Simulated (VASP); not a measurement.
# Li3Ta2O (P4/mmm) in VASP: further runs

Runs on Li3Ta2O. Level: PBE. Tasks: single point.

All numbers are computed with VASP 6.6.1; they aren't measurements. Logs are shortened: lines on timing, memory, paths and dates and some standing lists are left out, and cuts for length are marked.

## 1. The cell of the first run

It takes space group P4/mmm (No. 123, tetragonal). The conventional cell has a = 4.393 Å, b = 4.393 Å, c = 4.679 Å, α = 90.00°, β = 90.00°, γ = 90.00°. Within 2.9 Å of Li (site symmetry 4mm) lie 2 Li at 2.23 to 2.45 Å and 4 Ta at 2.52 Å. Within 3.1 Å of Li (site symmetry 4/mmm) lie 2 O at 2.34 Å. Within 2.9 Å of Ta (site symmetry mmm) lie 2 O at 2.20 Å and 4 Li at 2.52 Å. O (site symmetry 4/mmm) has 4 Ta at 2.20 Å and 2 Li at 2.34 Å within 2.9 Å.

## 2. Single point, PBE, collinear spin, ferromagnetic start

File INCAR:

```
ALGO     = Normal         # electronic algorithm
EDIFF    = 1E-7           # SCF threshold, eV
ENCUT    = 520            # plane-wave cutoff, eV
GGA      = PE             # functional
ISIF     = 2              # what is computed and relaxed
ISMEAR   = 0              # smearing method
ISPIN    = 2              # spin polarisation
LASPH    = True           # aspherical terms in the spheres
LCHARG   = False          # write CHGCAR
LMAXMIX  = 4              # l up to which the mixer works
LORBIT   = 11             # projections on sites
LREAL    = False          # projectors in reciprocal space
LWAVE    = False          # write WAVECAR
MAGMOM   = 0 0 0 1 1 0    # initial moments
NBANDS   = 32             # bands
NELM     = 150            # most SCF steps
PREC     = Accurate       # precision mode
SIGMA    = 0.1            # smearing width, eV
```

File KPOINTS:

```
k-points
0
Gamma
  4 4 4
```

File POSCAR:

```
Li3Ta2O
1.0
    4.3933902700      0.0000000000      0.0000000000
    0.0000000000      4.3933902700      0.0000000000
    0.0000000000      0.0000000000      4.6786110900
Li Ta O
3 2 1
Direct
    0.0000000000      0.0000000000      0.2619861700
    0.0000000000      0.0000000000      0.7380138300
    0.5000000000      0.5000000000      0.5000000000
    0.5000000000      0.0000000000      0.0000000000
    0.0000000000      0.5000000000      0.0000000000
    0.5000000000      0.5000000000      0.0000000000
```

Potentials or basis: VASP PAW PBE potentials, release 64 (Li_sv, Ta_pv, O).

Started as:

```console
cat potpaw_PBE.64/Li_sv/POTCAR potpaw_PBE.64/Ta_pv/POTCAR potpaw_PBE.64/O/POTCAR > POTCAR
mpirun -np 1 vasp_std > vasp.out
```

OUTCAR:

```text
EDIFF = 1E-7
   ENCUT = 520
   GGA = PE
   ISIF = 2
   ISMEAR = 0
   ISPIN = 2
   LASPH = True
   LORBIT = 11
   LREAL = False
   NELM = 150
   PREC = Accurate

 ion  position               nearest neighbor table
   1  0.000  0.000  0.262-   2 2.23   2 2.45   5 2.52   4 2.52   5 2.52   4 2.52
   2  0.000  0.000  0.738-   1 2.23   1 2.45   4 2.52   5 2.52   5 2.52   4 2.52
   3  0.500  0.500  0.500-
   4  0.500  0.000  0.000-   6 2.20   6 2.20   1 2.52   2 2.52   1 2.52   2 2.52   5 3.11   5 3.11
                             5 3.11   5 3.11
   5  0.000  0.500  0.000-   6 2.20   6 2.20   1 2.52   1 2.52   2 2.52   2 2.52   4 3.11   4 3.11
                             4 3.11   4 3.11
   6  0.500  0.500  0.000-   4 2.20   5 2.20   4 2.20   5 2.20

  LATTYP: Found a simple tetragonal cell.
 ALAT       =     4.3933902700
 C/A-ratio  =     1.0649204379

  Lattice vectors:

 A1 = (   4.3933902700,   0.0000000000,   0.0000000000)
 A2 = (   0.0000000000,   4.3933902700,   0.0000000000)
 A3 = (   0.0000000000,   0.0000000000,   4.6786110900)

Analysis of symmetry for initial positions (statically):
=====================================================================
 Subroutine PRICEL returns:
 Original cell was already a primitive cell.

 Routine SETGRP: Setting up the symmetry group for a
 simple tetragonal supercell.

 Subroutine GETGRP returns: Found 16 space group operations
 (whereof 16 operations were pure point group operations)
 out of a pool of 16 trial point group operations.

The static configuration has the point symmetry D_4h.

Analysis of symmetry for dynamics (positions and initial velocities):
=====================================================================
 Subroutine PRICEL returns:
 Original cell was already a primitive cell.

 Routine SETGRP: Setting up the symmetry group for a
 simple tetragonal supercell.

 Subroutine GETGRP returns: Found 16 space group operations
 (whereof 16 operations were pure point group operations)
 out of a pool of 16 trial point group operations.

The dynamic configuration has the point symmetry D_4h.

Analysis of structural, dynamic, and magnetic symmetry:
=====================================================================
 Subroutine PRICEL returns:
 Original cell was already a primitive cell.

 Routine SETGRP: Setting up the symmetry group for a
 simple tetragonal supercell.

 Subroutine GETGRP returns: Found 16 space group operations
 (whereof 16 operations were pure point group operations)
 out of a pool of 16 trial point group operations.

The overall configuration has the point symmetry D_4h.

 Subroutine INISYM returns: Found 16 space group operations
 (whereof 16 operations are pure point group operations),
 and found     1 'primitive' translations

----------------------------------------------------------------------------------------

                                     Primitive cell

  volume of cell :      90.3060

  direct lattice vectors                    reciprocal lattice vectors
     4.393390270  0.000000000  0.000000000     0.227614653  0.000000000  0.000000000
     0.000000000  4.393390270  0.000000000     0.000000000  0.227614653  0.000000000
     0.000000000  0.000000000  4.678611090     0.000000000  0.000000000  0.213738646

  length of vectors
     4.393390270  4.393390270  4.678611090     0.227614653  0.227614653  0.213738646

  position of ions in fractional coordinates (direct lattice)
     0.000000000  0.000000000  0.261986170
     0.000000000  0.000000000  0.738013830
     0.500000000  0.500000000  0.500000000
     0.500000000  0.000000000  0.000000000
     0.000000000  0.500000000  0.000000000
     0.500000000  0.500000000  0.000000000

  ion indices of the primitive-cell ions
   primitive index   ion index
                 1           1
                 2           2
                 3           3
                 4           4
                 5           5
                 6           6

----------------------------------------------------------------------------------------

 KPOINTS: k-points

Automatic generation of k-mesh.
 Grid dimensions read from file:
 generate k-points for:    4    4    4

 Generating k-lattice:

  Cartesian coordinates                     Fractional coordinates (reciprocal lattice)
     0.056903663  0.000000000  0.000000000     0.250000000  0.000000000  0.000000000
     0.000000000  0.056903663  0.000000000     0.000000000  0.250000000  0.000000000
     0.000000000  0.000000000  0.053434662     0.000000000  0.000000000  0.250000000

  Length of vectors
     0.056903663  0.056903663  0.053434662

  Shift w.r.t. Gamma in fractional coordinates (k-lattice)
     0.000000000  0.000000000  0.000000000

 Subroutine IBZKPT returns following result:
 ===========================================

 Found     18 irreducible k-points:

 Following reciprocal coordinates:
            Coordinates               Weight
  0.000000  0.000000  0.000000      1.000000
  0.250000  0.000000  0.000000      4.000000
  0.500000  0.000000  0.000000      2.000000
  0.250000  0.250000  0.000000      4.000000
  0.500000  0.250000  0.000000      4.000000
  0.500000  0.500000  0.000000      1.000000
[... 10 lines left out ...]
  0.500000  0.250000  0.500000      4.000000
  0.500000  0.500000  0.500000      1.000000
   k-points           NKPTS =     18   k-points in BZ     NKDIM =     18   number of bands    NBANDS=     32
   number of dos      NEDOS =    301   number of ions     NIONS =      6
   total plane-waves  NPLWV =  46656
   dimension x,y,z NGX =    36 NGY =   36 NGZ =   36
   dimension x,y,z NGXF=    72 NGYF=   72 NGZF=   72
   ions per type =               3   2   1
   NGX,Y,Z   is equivalent  to a cutoff of  13.62, 13.62, 12.79 a.u.
   NGXF,Y,Z  is equivalent  to a cutoff of  27.24, 27.24, 25.58 a.u.
 SYSTEM =  unknown system
   PREC   = accura    normal or accurate (medium, high low for compatibility)
   ISTART =      0    job   : 0-new  1-cont  2-samecut
   ICHARG =      2    charge: 1-file 2-atom 10-const
   ISPIN  =      2    spin polarized calculation?
   LNONCOLLINEAR =      F non collinear calculations
   LSORBIT =      F    spin-orbit coupling
   LASPH  =      T    aspherical Exc in radial PAW
   ENCUT  =  520.0 eV  38.22 Ry    6.18 a.u.   8.17  8.17  8.70*2*pi/ulx,y,z
   NELM   =    150;   NELMIN=  2; NELMDL= -5     # of ELM steps
   EDIFF  = 0.1E-06   stopping-criterion for ELM
   LREAL  =      F    real-space projection
   EDIFFG = 0.1E-05   stopping-criterion for IOM
   NSW    =      0    number of steps for IOM
   IBRION =     -1    ionic relax: 0-MD 1-quasi-New 2-CG
   NFREE  =      0    steps in history (QN), initial steepest desc. (CG)
   ISIF   =      2    stress and relaxation
   ISYM   =      2    0-nonsym 1-usesym 2-fastsym
   POTIM  = 0.5000    time-step for ionic-motion
   TEBEG  =    0.0;   TEEND  =   0.0 temperature during run
   PSTRESS=    0.0 pullay stress
   NELECT =      37.0000    total number of electrons
   NUPDOWN=      -1.0000    fix difference up-down
   EMIN   =  10.00;   EMAX   =-10.00  energy-range for DOS
   EFERMI =   0.00;   METHOD = LEGACY
   ISMEAR =     0;   SIGMA  =   0.10  broadening in eV -4-tet -1-fermi 0-gaus
   EFERMI_NEDOS =   21; number of points for ismear=-14 and -15
   IALGO  =     38    algorithm
   IMIX   =      4    mixing-type and parameters
     AMIX     =   0.40;   BMIX     =  1.00
     AMIX_MAG =   1.60;   BMIX_MAG =  1.00
  volume/ion in A,a.u.               =      15.05       101.57
  Fermi-wavevector in a.u.,A,eV,Ry     =   1.215915  2.297746 20.115525  1.478449
  Thomas-Fermi vector in A             =   2.351286
   LORBIT       =     11    0 simple, 1 ext, 2 COOP (PROOUT), +10 PAW based schemes
   GGA     = PE    functional components
   LHFCALC =     F    Hartree Fock is set to
   AEXX    =    0.0000 exact exchange contribution
   IVDW    =     0    specifies the selected vdW correction
   LEPSILON=     F    determine dielectric tensor
   LRPA    =     F    only Hartree local field effects (RPA)
 spin polarized calculation
 Gauss-broadening in eV      SIGMA  =   0.10
  energy-cutoff  :      520.00
  volume of cell :       90.31
 maximum number of plane-waves:      2480
 NGX is ok and might be reduce to    36
   NGX = 17   NGY = 17   NGZ = 17

 number of electron      36.9999985 magnetization       0.0003358

 Free energy of the ion-electron system (eV)
  ---------------------------------------------------
  ext. energy  EPLUGINS =         0.00000000
  ---------------------------------------------------
  free energy    TOTEN  =       -33.92951203 eV

  energy without entropy =      -33.89917478  energy(sigma->0) =      -33.91434340

 E-fermi :   3.3984     XC(G=0): -10.0268

 val. band max:        3.3981494884   @ k =   0.5000   0.0000   0.5000
 cond. band min:       3.4190433307   @ k =   0.2500   0.2500   0.2500
 fundamental gap:      0.0208938423
 Fermi energy:         3.3984345446

 spin component 1

 k-point     1 :       0.0000    0.0000    0.0000
  band No.  band energies     occupation
      1     -42.6784      1.00000
      2     -41.7140      1.00000
      3     -41.6103      1.00000
      4     -31.6299      1.00000
      5     -31.6299      1.00000
      6     -31.5248      1.00000
[... 22 lines left out ...]
     29      10.1521      0.00000
     30      11.2173      0.00000

 k-point     2 :       0.2500    0.0000    0.0000
  band No.  band energies     occupation
      1     -42.6784      1.00000
      2     -41.7154      1.00000
      3     -41.6099      1.00000
      4     -31.6265      1.00000
      5     -31.6066      1.00000
      6     -31.5152      1.00000
[... 520 lines left out ...]
 k-point    18 :       0.5000    0.5000    0.5000
  band No.  band energies     occupation
      1     -42.6782      1.00000
      2     -41.6792      1.00000
      3     -41.6495      1.00000
      4     -31.8829      1.00000
      5     -31.4943      1.00000
      6     -31.4943      1.00000
[... 22 lines left out ...]
     29      10.3695      0.00000
     30      11.2607      0.00000
 Fermi energy:         3.3984345446

 spin component 2

 k-point     1 :       0.0000    0.0000    0.0000
  band No.  band energies     occupation
      1     -42.6784      1.00000
      2     -41.7140      1.00000
      3     -41.6103      1.00000
      4     -31.6299      1.00000
      5     -31.6299      1.00000
      6     -31.5248      1.00000
[... 22 lines left out ...]
     29      10.1522      0.00000
     30      11.2174      0.00000

 k-point     2 :       0.2500    0.0000    0.0000
  band No.  band energies     occupation
      1     -42.6784      1.00000
      2     -41.7154      1.00000
      3     -41.6099      1.00000
      4     -31.6265      1.00000
      5     -31.6065      1.00000
      6     -31.5151      1.00000
[... 520 lines left out ...]
 k-point    18 :       0.5000    0.5000    0.5000
  band No.  band energies     occupation
      1     -42.6782      1.00000
      2     -41.6792      1.00000
      3     -41.6495      1.00000
      4     -31.8829      1.00000
      5     -31.4942      1.00000
      6     -31.4942      1.00000
[... 22 lines left out ...]
     29      10.3695      0.00000
     30      11.2608      0.00000
 [bands above 30 left out]

------------------------ aborting loop because EDIFF is reached ----------------------------------------

  FORCE on cell =-STRESS in cart. coord.  units (eV):
  Direction    XX          YY          ZZ          XY          YZ          ZX
  --------------------------------------------------------------------------------------
  -------------------------------------------------------------------------------------
  Total       -2.0393323     -2.0393323      1.8566893      0.0000000      0.0000000      0.0000000
  in kB      -36.1811245    -36.1811245     32.9407369      0.0000000      0.0000000      0.0000000
  external PRESSURE =     -13.1405040 kB  Pullay stress =       0.0000000 kB

 VOLUME and BASIS-vectors are now :
 -----------------------------------------------------------------------------
  energy-cutoff  :      520.00
  volume of cell :       90.31
      direct lattice vectors                 reciprocal lattice vectors
     4.393390270  0.000000000  0.000000000     0.227614653  0.000000000  0.000000000
     0.000000000  4.393390270  0.000000000     0.000000000  0.227614653  0.000000000
     0.000000000  0.000000000  4.678611090     0.000000000  0.000000000  0.213738646

 POSITION                                       TOTAL-FORCE (eV/Angst)
 -----------------------------------------------------------------------------------
      0.00000      0.00000      1.22573        -0.000000      0.000000      1.768468
      0.00000      0.00000      3.45288         0.000000      0.000000     -1.768468
      2.19670      2.19670      2.33931         0.000000      0.000000      0.000000
      2.19670      0.00000      0.00000         0.000000      0.000000      0.000000
      0.00000      2.19670      0.00000         0.000000      0.000000      0.000000
      2.19670      2.19670      0.00000         0.000000      0.000000      0.000000
 -----------------------------------------------------------------------------------
    total drift:                                0.000000      0.000000     -0.000000

  FREE ENERGIE OF THE ION-ELECTRON SYSTEM (eV)
  ---------------------------------------------------
  free  energy   TOTEN  =       -33.9295120279 eV

  energy  without entropy=      -33.8991747763  energy(sigma->0) =      -33.91434340

 total charge

# of ion       s       p       d       tot
------------------------------------------
    1        2.066   0.129   0.000   2.194
    2        2.066   0.129   0.000   2.194
    3        2.014   0.049   0.000   2.063
    4        0.349   6.097   2.302   8.748
    5        0.349   6.097   2.302   8.748
    6        1.557   3.432   0.000   4.989
--------------------------------------------------
tot          8.402  15.932   4.604  28.938

 magnetization (x)

# of ion       s       p       d       tot
------------------------------------------
    1        0.000   0.000   0.000   0.000
    2        0.000   0.000   0.000   0.000
    3       -0.000  -0.000   0.000  -0.000
    4        0.000   0.000   0.000   0.000
    5        0.000   0.000   0.000   0.000
    6        0.000  -0.000   0.000  -0.000
--------------------------------------------------
tot          0.000   0.000   0.000   0.000
```

It took 61 s on 1 thread of Intel Xeon 6975P-C (Granite Rapids), shared host; peak memory 0.28 GiB.

Results:

```
Free energy                                           : -33.9295 eV
Largest force                                         : 1.768 eV/Å
Net moment                                            : 0.00 μB per cell
Valence electrons inside the program's atomic spheres : Li 2.19, 2.06; Ta 8.75; O 4.99
```

Forces in eV/Å, atoms in the order of the input:
```
Li   0.000  0.000  1.768
Li   0.000  0.000 -1.768
Li   0.000  0.000  0.000
Ta   0.000  0.000  0.000
Ta   0.000  0.000  0.000
O    0.000  0.000  0.000
```

Caveat: the cutoff is under 1.25 times the usual one of these potentials, so pressure, stress and relaxed cells hold a basis-set (Pulay) error; spin-orbit coupling is left out, which moves the levels of the heavy elements; forces of over 1 eV/Å act on the atoms, so gaps and moduli don't describe the material at rest.

## 3. Single point, PBE, collinear spin, ferromagnetic start

This run uses another cell than the first one, of 17.43 Å³/atom, 1.158 times its volume.

File INCAR:

```
  PREC = Accurate
  ENCUT = 520
  EDIFF = 1E-7
  ISMEAR = 0
  SIGMA = 0.1
  LREAL = False
  LASPH = True
  NELM = 150
  ALGO = Normal
  ISIF = 2
  LWAVE = False
  LCHARG = False
  ISPIN = 2
  MAGMOM = 0 0 0 1 1 0
  LORBIT = 11
  LMAXMIX = 4
  GGA = PE
  NBANDS = 32
```

File KPOINTS:

```
Automatic mesh
0
Gamma
  4 4 4
```

File POSCAR:

```
Li3Ta2O
1.0
    4.1252668943      0.0000000000      0.0000000000
    0.0000000000      4.1252668943      0.0000000000
    0.0000000000      0.0000000000      6.1470169305
Li Ta O
3 2 1
Direct
    0.0000000000      0.0000000000      0.3128846537
    0.0000000000      0.0000000000      0.6871153463
    0.5000000000      0.5000000000      0.5000000000
    0.5000000000      0.0000000000      0.0000000000
    0.0000000000      0.5000000000      0.0000000000
    0.5000000000      0.5000000000      0.0000000000
```

Potentials or basis: VASP PAW PBE potentials, release 64 (Li_sv, Ta_pv, O).

Started as:

```console
cat potpaw_PBE.64/Li_sv/POTCAR potpaw_PBE.64/Ta_pv/POTCAR potpaw_PBE.64/O/POTCAR > POTCAR
mpirun -np 1 vasp_std > vasp.out
```

It took 54 s on 1 thread of Intel Xeon 6975P-C (Granite Rapids), shared host; peak memory 0.3 GiB.

Results (log left out):

- Free energy: -35.0702 eV
- Largest force: 0.019 eV/Å
- Net moment: 0.68 μB per cell
- Site moments: Li +0.01, +0.00; Ta +0.17; O +0.01 μB
- Valence electrons inside the program's atomic spheres: Li 2.12, 2.05; Ta 8.83; O 5.08

Forces in eV/Å, atoms in the order of the input:
```
Li   0.000  0.000  0.019
Li   0.000  0.000 -0.019
Li   0.000  0.000  0.000
Ta   0.000  0.000  0.000
Ta   0.000  0.000  0.000
O    0.000  0.000  0.000
```

Levels at points of the mesh, in eV from the Fermi level:
Spin up:
| k point | band 16 | band 17 | band 18 | band 19 | band 20 | band 21 | band 22 | band 23 |
| --- | --- | --- | --- | --- | --- | --- | --- | --- |
| (0.00, 0.00, 0.00) | -2.73 | -1.19 | -1.19 | 0.48 | 0.91 | 1.69 | 2.39 | 2.39 |
| (0.50, 0.00, 0.00) | -1.11 | -1.07 | -0.54 | 0.27 | 0.32 | 1.19 | 1.22 | 1.80 |
| (0.50, 0.50, 0.00) | -2.12 | -0.35 | -0.35 | -0.09 | 1.74 | 2.27 | 2.51 | 2.51 |
| (0.00, 0.00, 0.50) | -1.99 | -1.59 | -1.33 | -1.33 | 1.17 | 2.36 | 2.36 | 3.48 |
| (0.50, 0.00, 0.50) | -1.59 | -0.51 | -0.47 | 0.04 | 0.19 | 0.20 | 0.68 | 1.24 |
| (0.50, 0.50, 0.50) | -1.65 | -0.13 | -0.13 | -0.01 | 0.13 | 0.13 | 1.55 | 2.72 |
Spin down:
```
           k point  band 15  band 16  band 17  band 18  band 19  band 20  band 21  band 22
(0.00, 0.00, 0.00)    -2.59    -2.58    -1.04    -1.04     0.62     1.10     1.78     2.52
(0.50, 0.00, 0.00)    -2.29    -0.95    -0.92    -0.32     0.40     0.47     1.33     1.41
(0.50, 0.50, 0.00)    -1.99    -1.95    -0.15    -0.15     0.15     1.85     2.34     2.61
(0.00, 0.00, 0.50)    -2.58    -1.94    -1.40    -1.19    -1.19     1.37     2.49     2.49
(0.50, 0.00, 0.50)    -1.61    -1.42    -0.39    -0.29     0.25     0.32     0.34     0.75
(0.50, 0.50, 0.50)    -1.46    -1.46    -0.05    -0.05     0.24     0.34     0.34     1.65
```

Caveat: the k points lie up to 0.38 Å⁻¹ apart; the cutoff is under 1.25 times the usual one of these potentials, so pressure, stress and relaxed cells hold a basis-set (Pulay) error; spin-orbit coupling is left out, which moves the levels of the heavy elements.
